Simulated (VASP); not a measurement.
# Rb2InGaC6N6 (Fm-3m) in VASP: further runs

Rb2InGaC6N6 is run at these levels: PBE; tasks: single point.

Everything below comes from runs of VASP 6.6.1. Logs are shortened: lines on timing, memory, paths and dates and some standing lists are left out, and cuts for length are marked.

**1. The cell of the first run**

The structure is cubic, space group Fm-3m (No. 225). The conventional cell has a = 10.327 Å, b = 10.327 Å, c = 10.327 Å, α = 90.00°, β = 90.00°, γ = 90.00°. Within 4.8 Å of Rb (site symmetry -43m) lie 12 N at 3.68 Å and 12 C at 3.71 Å and 4 In at 4.47 Å and 4 Ga at 4.47 Å. In (site symmetry m-3m) has 6 N at 2.10 Å within 2.8 Å. Ga (site symmetry m-3m) has 6 C at 1.90 Å within 2.5 Å. C (site symmetry 4mm) has 1 N at 1.17 Å within 1.6 Å. Within 1.6 Å of N (site symmetry 4mm) lie 1 C at 1.17 Å.

**2. Single point, PBE**

Input file INCAR:

```
SYSTEM = Rb2InGaC6N6
PREC = Accurate
ENCUT = 520
EDIFF = 1E-6
ISMEAR = 0
SIGMA = 0.1
LREAL = Auto
LASPH = .True.
NELM = 100
ALGO = Normal
ISIF = 2
LWAVE = .False.
LCHARG = .False.
GGA = PE
NBANDS = 63
```

Input file KPOINTS:

```
regular mesh
0
Gamma
  4 4 4
  0 0 0
```

Input file POSCAR:

```
Rb2InGaC6N6
1.0
    0.0000000000      5.1635000000      5.1635000000
    5.1635000000      0.0000000000      5.1635000000
    5.1635000000      5.1635000000      0.0000000000
Rb In Ga C N
2 1 1 6 6
Direct
    0.2500000000      0.2500000000      0.2500000000
    0.7500000000      0.7500000000      0.7500000000
    0.5000000000      0.5000000000      0.5000000000
    0.0000000000      0.0000000000      0.0000000000
    0.8164036000      0.1835964000      0.1835964000
    0.1835964000      0.8164036000      0.1835964000
    0.1835964000      0.1835964000      0.8164036000
    0.1835964000      0.8164036000      0.8164036000
    0.8164036000      0.1835964000      0.8164036000
    0.8164036000      0.8164036000      0.1835964000
    0.7031083600      0.2968916400      0.2968916400
    0.2968916400      0.7031083600      0.2968916400
    0.2968916400      0.2968916400      0.7031083600
    0.2968916400      0.7031083600      0.7031083600
    0.7031083600      0.2968916400      0.7031083600
    0.7031083600      0.7031083600      0.2968916400
```

Potentials or basis: VASP PAW PBE potentials, release 64 (Rb_sv, In_d, Ga_d, C, N).

Started as:

```sh
> cat potpaw_PBE.64/Rb_sv/POTCAR potpaw_PBE.64/In_d/POTCAR potpaw_PBE.64/Ga_d/POTCAR potpaw_PBE.64/C/POTCAR potpaw_PBE.64/N/POTCAR > POTCAR
> mpirun -np 1 vasp_std > vasp.out
```

OUTCAR:

```text
SYSTEM = Rb2InGaC6N6
   PREC = Accurate
   ENCUT = 520
   EDIFF = 1E-6
   ISMEAR = 0
   LREAL = Auto
   LASPH = .True.
   NELM = 100
   ISIF = 2
   GGA = PE

 ion  position               nearest neighbor table
   1  0.250  0.250  0.250-  11 3.68  12 3.68  13 3.68  13 3.68  14 3.68  15 3.68  12 3.68  14 3.68
                            16 3.68  11 3.68  15 3.68  16 3.68   5 3.71   9 3.71  10 3.71   6 3.71
   2  0.750  0.750  0.750-  12 3.68  13 3.68  14 3.68  11 3.68  13 3.68  15 3.68  11 3.68  12 3.68
                            16 3.68  14 3.68  15 3.68  16 3.68   8 3.71   9 3.71  10 3.71   5 3.71
   3  0.500  0.500  0.500-  11 2.10  12 2.10  13 2.10  14 2.10  15 2.10  16 2.10   1 4.47   2 4.47
                             1 4.47   1 4.47   1 4.47   2 4.47   2 4.47   2 4.47
   4  0.000  0.000  0.000-   5 1.90   6 1.90   7 1.90   8 1.90   9 1.90  10 1.90
   5  0.816  0.184  0.184-  11 1.17   4 1.90   1 3.71   2 3.71   2 3.71   1 3.71
   6  0.184  0.816  0.184-  12 1.17   4 1.90   1 3.71   2 3.71   2 3.71   1 3.71
   7  0.184  0.184  0.816-  13 1.17   4 1.90   1 3.71   2 3.71   2 3.71   1 3.71
   8  0.184  0.816  0.816-  14 1.17   4 1.90   2 3.71   2 3.71   1 3.71   1 3.71
   9  0.816  0.184  0.816-  15 1.17   4 1.90   2 3.71   2 3.71   1 3.71   1 3.71
  10  0.816  0.816  0.184-  16 1.17   4 1.90   2 3.71   2 3.71   1 3.71   1 3.71
  11  0.703  0.297  0.297-   5 1.17   3 2.10   1 3.68   1 3.68   2 3.68   2 3.68
  12  0.297  0.703  0.297-   6 1.17   3 2.10   1 3.68   1 3.68   2 3.68   2 3.68
  13  0.297  0.297  0.703-   7 1.17   3 2.10   1 3.68   1 3.68   2 3.68   2 3.68
  14  0.297  0.703  0.703-   8 1.17   3 2.10   2 3.68   1 3.68   1 3.68   2 3.68
  15  0.703  0.297  0.703-   9 1.17   3 2.10   2 3.68   1 3.68   1 3.68   2 3.68
  16  0.703  0.703  0.297-  10 1.17   3 2.10   2 3.68   1 3.68   1 3.68   2 3.68

  LATTYP: Found a face centered cubic cell.
 ALAT       =    10.3270000000

  Lattice vectors:

 A1 = (   0.0000000000,   5.1635000000,   5.1635000000)
 A2 = (   5.1635000000,   0.0000000000,   5.1635000000)
 A3 = (   5.1635000000,   5.1635000000,   0.0000000000)

Analysis of symmetry for initial positions (statically):
=====================================================================
 Subroutine PRICEL returns:
 Original cell was already a primitive cell.

 Routine SETGRP: Setting up the symmetry group for a
 face centered cubic supercell.

 Subroutine GETGRP returns: Found 48 space group operations
 (whereof 48 operations were pure point group operations)
 out of a pool of 48 trial point group operations.

The static configuration has the point symmetry O_h .

Analysis of symmetry for dynamics (positions and initial velocities):
=====================================================================
 Subroutine PRICEL returns:
 Original cell was already a primitive cell.

 Routine SETGRP: Setting up the symmetry group for a
 face centered cubic supercell.

[... 129 lines left out ...]
   EFERMI =   0.00;   METHOD = LEGACY
   ISMEAR =     0;   SIGMA  =   0.10  broadening in eV -4-tet -1-fermi 0-gaus
   EFERMI_NEDOS =   21; number of points for ismear=-14 and -15
   IALGO  =     38    algorithm
   IMIX   =      4    mixing-type and parameters
     AMIX     =   0.40;   BMIX     =  1.00
     AMIX_MAG =   1.60;   BMIX_MAG =  1.00
  volume/ion in A,a.u.               =      17.21       116.13
  Fermi-wavevector in a.u.,A,eV,Ry     =   1.160191  2.192442 18.314016  1.346042
  Thomas-Fermi vector in A             =   2.296776
   LORBIT       =      0    0 simple, 1 ext, 2 COOP (PROOUT), +10 PAW based schemes
   GGA     = PE    functional components
   LHFCALC =     F    Hartree Fock is set to
   AEXX    =    0.0000 exact exchange contribution
   IVDW    =     0    specifies the selected vdW correction
   LEPSILON=     F    determine dielectric tensor
   LRPA    =     F    only Hartree local field effects (RPA)
 non-spin polarized calculation
 Gauss-broadening in eV      SIGMA  =   0.10
  energy-cutoff  :      520.00
  volume of cell :      275.34
 maximum number of plane-waves:      7432
   NGX = 27   NGY = 27   NGZ = 27

 number of electron      97.9999971 magnetization

 Free energy of the ion-electron system (eV)
  ---------------------------------------------------
  ext. energy  EPLUGINS =         0.00000000
  ---------------------------------------------------
  free energy    TOTEN  =      -104.36284990 eV

  energy without entropy =     -104.31673383  energy(sigma->0) =     -104.33979187

 E-fermi :   4.2660     XC(G=0):  -8.4298

 val. band max:        4.1989596728   @ k =   0.5000   0.2500   0.0000
 cond. band min:       4.2883025318   @ k =  -0.2500   0.2500   0.0000
 fundamental gap:      0.0893428589
 Fermi energy:         4.2659703961

 k-point     1 :       0.0000    0.0000    0.0000
  band No.  band energies     occupation
      1     -25.3292      2.00000
      2     -25.3261      2.00000
      3     -16.4964      2.00000
      4     -16.1752      2.00000
      5     -16.1752      2.00000
      6     -16.1681      2.00000
[... 501 lines left out ...]
     60       6.8265      0.00000
     61       7.0104      0.00000
 [bands above 61 left out]

------------------------ aborting loop because EDIFF is reached ----------------------------------------

  FORCE on cell =-STRESS in cart. coord.  units (eV):
  Direction    XX          YY          ZZ          XY          YZ          ZX
  --------------------------------------------------------------------------------------
  -------------------------------------------------------------------------------------
  Total       27.8600945     27.8600945     27.8600945      0.0000000      0.0000000     -0.0000000
  in kB      162.1177725    162.1177725    162.1177725      0.0000000      0.0000000     -0.0000000
  external PRESSURE =     162.1177725 kB  Pullay stress =       0.0000000 kB

 VOLUME and BASIS-vectors are now :
 -----------------------------------------------------------------------------
  energy-cutoff  :      520.00
  volume of cell :      275.34
      direct lattice vectors                 reciprocal lattice vectors
     0.000000000  5.163500000  5.163500000    -0.096833543  0.096833543  0.096833543
     5.163500000  0.000000000  5.163500000     0.096833543 -0.096833543  0.096833543
     5.163500000  5.163500000  0.000000000     0.096833543  0.096833543 -0.096833543

 POSITION                                       TOTAL-FORCE (eV/Angst)
 -----------------------------------------------------------------------------------
      2.58175      2.58175      2.58175         0.000000      0.000000      0.000000
      7.74525      7.74525      7.74525        -0.000000     -0.000000      0.000000
      5.16350      5.16350      5.16350         0.000000      0.000000      0.000000
      0.00000      0.00000      0.00000         0.000000      0.000000      0.000000
      1.89600      5.16350      5.16350         0.870007      0.000000      0.000000
      5.16350      1.89600      5.16350         0.000000      0.870007      0.000000
[... 8 lines left out ...]
      5.16350      7.26100      5.16350         0.000000     -1.155261      0.000000
      5.16350      5.16350      7.26100         0.000000      0.000000     -1.155261
 -----------------------------------------------------------------------------------
    total drift:                                0.000000     -0.000000     -0.000000

  FREE ENERGIE OF THE ION-ELECTRON SYSTEM (eV)
  ---------------------------------------------------
  free  energy   TOTEN  =      -104.3628499022 eV

  energy  without entropy=     -104.3167338326  energy(sigma->0) =     -104.33979187
```

OSZICAR:

```text
N       E                     dE             d eps       ncg     rms          rms(c)
DAV:   1     0.105737794050E+04    0.10574E+04   -0.43563E+04  1055   0.168E+03
DAV:   2     0.602498587406E+02   -0.99713E+03   -0.94417E+03  1176   0.465E+02
DAV:   3    -0.105483355738E+03   -0.16573E+03   -0.16213E+03  1260   0.182E+02
DAV:   4    -0.118049739171E+03   -0.12566E+02   -0.12364E+02  1416   0.514E+01
DAV:   5    -0.118568267412E+03   -0.51853E+00   -0.51393E+00  1504   0.974E+00    0.230E+01
DAV:   6    -0.106358491407E+03    0.12210E+02   -0.26207E+01  1349   0.330E+01    0.134E+01
DAV:   7    -0.104503040289E+03    0.18555E+01   -0.74605E+00  1592   0.136E+01    0.604E+00
DAV:   8    -0.104380992189E+03    0.12205E+00   -0.13177E+00  1312   0.504E+00    0.258E+00
DAV:   9    -0.104365898558E+03    0.15094E-01   -0.14898E-01  1664   0.236E+00    0.132E+00
DAV:  10    -0.104362662358E+03    0.32362E-02   -0.38579E-02  1456   0.111E+00    0.282E-01
DAV:  11    -0.104362133223E+03    0.52914E-03   -0.84772E-03  1465   0.493E-01    0.176E-01
DAV:  12    -0.104362791588E+03   -0.65837E-03   -0.19575E-03  1352   0.194E-01    0.570E-02
DAV:  13    -0.104362843401E+03   -0.51814E-04   -0.28666E-04  1474   0.753E-02    0.261E-02
DAV:  14    -0.104362849179E+03   -0.57773E-05   -0.65871E-05  1480   0.345E-02    0.636E-03
DAV:  15    -0.104362849902E+03   -0.72346E-06   -0.24746E-06   994   0.863E-03
   1 F= -.10436285E+03 E0= -.10433979E+03  d E =-.461161E-01
```

stdout:

```text
POSCAR found type information on POSCAR RbInGaC N
 POSCAR found :  5 types and      16 ions
 scaLAPACK will be used
 LDA part: xc-table for (Slater+PW92), standard interpolation
 POSCAR, INCAR and KPOINTS ok, starting setup
 FFT: planning ... GRIDC
 FFT: planning ... GRID_SOFT
 FFT: planning ... GRID
 WAVECAR not read
 entering main loop
```

It took 4.2 min on 1 thread of Intel Xeon Platinum 8488C (Sapphire Rapids), shared host; peak memory 0.44 GiB.

Results:

* Free energy: -104.3628 eV
* Pressure: 16.2 GPa
* Largest force: 1.155 eV/Å
* Band gap on the k mesh: zero (band 49 reaches 4.40 eV, above the bottom of band 50 at 3.98 eV)

Forces in eV/Å, atoms in the order of the input:
```
Rb   0.000  0.000  0.000
Rb   0.000  0.000  0.000
In   0.000  0.000  0.000
Ga   0.000  0.000  0.000
C    0.870  0.000  0.000
C    0.000  0.870  0.000
C    0.000  0.000  0.870
C   -0.870  0.000  0.000
C    0.000 -0.870  0.000
C    0.000  0.000 -0.870
N    1.155  0.000  0.000
N    0.000  1.155  0.000
N    0.000  0.000  1.155
N   -1.155  0.000  0.000
N    0.000 -1.155  0.000
N    0.000  0.000 -1.155
```

Caveat: spin-orbit coupling is left out, which moves the levels of the heavy elements; forces of over 1 eV/Å act on the atoms, so gaps and moduli don't describe the material at rest.

**3. Single point, PBE**

This run uses another cell than the first one, of 20.75 Å³/atom, 1.206 times its volume.

Input file INCAR:

```
SYSTEM = Rb2InGaC6N6
PREC = Accurate ; ENCUT = 520
EDIFF = 1E-7 ; ISMEAR = 0
SIGMA = 0.1 ; LREAL = Auto
LASPH = .True. ; NELM = 60
ALGO = Normal ; ISIF = 2
LWAVE = .False. ; LCHARG = .True.
GGA = PE ; LELF = .True.
LVHAR = .True. ; NBANDS = 63
```

Input file KPOINTS:

```
Automatic mesh
0
Gamma
  4 4 4
  0 0 0
```

Input file POSCAR:

```
Rb2InGaC6N6
1.0
    0.0000000000      5.4960985296      5.4960985296
    5.4960985296      0.0000000000      5.4960985296
    5.4960985296      5.4960985296      0.0000000000
Rb In Ga C N
2 1 1 6 6
Direct
    0.2500000000      0.2500000000      0.2500000000
    0.7500000000      0.7500000000      0.7500000000
    0.5000000000      0.5000000000      0.5000000000
    0.0000000000      0.0000000000      0.0000000000
    0.8084168847      0.1915831153      0.1915831153
    0.1915831153      0.8084168847      0.1915831153
    0.1915831153      0.1915831153      0.8084168847
    0.1915831153      0.8084168847      0.8084168847
    0.8084168847      0.1915831153      0.8084168847
    0.8084168847      0.8084168847      0.1915831153
    0.7002703809      0.2997296191      0.2997296191
    0.2997296191      0.7002703809      0.2997296191
    0.2997296191      0.2997296191      0.7002703809
    0.2997296191      0.7002703809      0.7002703809
    0.7002703809      0.2997296191      0.7002703809
    0.7002703809      0.7002703809      0.2997296191
```

Potentials or basis: VASP PAW PBE potentials, release 64 (Rb_sv, In_d, Ga_d, C, N).

Started as:

```sh
> cat potpaw_PBE.64/Rb_sv/POTCAR potpaw_PBE.64/In_d/POTCAR potpaw_PBE.64/Ga_d/POTCAR potpaw_PBE.64/C/POTCAR potpaw_PBE.64/N/POTCAR > POTCAR
> mpirun -np 1 vasp_std > vasp.out
```

It took 4.8 min on 1 thread of Intel Xeon Platinum 8488C (Sapphire Rapids), shared host; peak memory 0.55 GiB.

It converged, with:

| Item | Value |
| --- | --- |
| Free energy | -107.0682 eV |
| Pressure | 0.4 GPa |
| Largest force | 0.302 eV/Å |
| Band gap on the k mesh | zero (band 49 reaches 3.50 eV, above the bottom of band 50 at 3.20 eV) |

Forces on the atoms (eV/Å):
```
Rb   0.000  0.000  0.000
Rb   0.000  0.000  0.000
In   0.000  0.000  0.000
Ga   0.000  0.000  0.000
C   -0.302  0.000  0.000
C    0.000 -0.302  0.000
C    0.000  0.000 -0.302
C    0.302  0.000  0.000
C    0.000  0.302  0.000
C    0.000  0.000  0.302
N    0.291  0.000  0.000
N    0.000  0.291  0.000
N    0.000  0.000  0.291
N   -0.291  0.000  0.000
N    0.000 -0.291  0.000
N    0.000  0.000 -0.291
```

Levels at points of the mesh, in eV from the Fermi level:
```tsv
k point	band 45	band 46	band 47	band 48	band 49	band 50	band 51	band 52	band 53	band 54
(0.00, 0.00, 0.00)	-5.97	-5.97	-4.63	-4.63	-0.30	-0.20	-0.20	-0.20	0.90	0.90
(0.50, 0.00, 0.00)	-5.82	-5.82	-4.96	-4.96	-0.08	0.20	0.20	0.68	0.77	1.06
(0.50, 0.50, 0.00)	-5.99	-5.97	-5.24	-4.61	-0.14	0.63	0.63	0.78	1.26	1.26
```

Caveat: spin-orbit coupling is left out, which moves the levels of the heavy elements.
